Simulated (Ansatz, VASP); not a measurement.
## Two plane-wave programs on NaCl

```
CELL_PARAMETERS angstrom
0.00000 2.60521 2.94502
2.60521 0.00000 2.94502
2.60521 2.60521 0.00000
ATOMIC_POSITIONS crystal
Na 0.00000 0.00000 0.00000
Cl 0.50000 0.50000 0.50000
```

Change from the starting cell: strain -0.080 along x and y, +0.040 along z, atoms carried along.

Alike in both runs: task single point; functional PBE; k mesh 8 × 8 × 8; occupations gaussian, width 0.05 eV; no spin polarisation.

|  | VASP | Ansatz |
| --- | --- | --- |
| version | VASP 6.6.1 | Ansatz 0.2.0 |
| potentials or method | VASP PAW PBE potentials, release 64 (Na_pv, Cl), cutoff 520 eV | scalar-relativistic, plane waves, PAW |
| valence electrons in the cell | 14 | 16 |

|  | VASP | Ansatz | Ansatz less VASP |
| --- | --- | --- | --- |
| gap on the k mesh at the Fermi level (eV) | 5.58 | 5.58 | 0.000 |
| least direct gap on the mesh (eV) | 5.58 | 5.58 | 0.000 |
| pressure (GPa) | 6.1 | 6.1 | 0.00 |
| traceless stress, the component that is largest in VASP (GPa) | -5.45 | -5.40 | +0.048 |

VASP's potentials hold 14 valence electrons a cell and Ansatz's 16, so a difference there can come from the potentials and not from the codes.
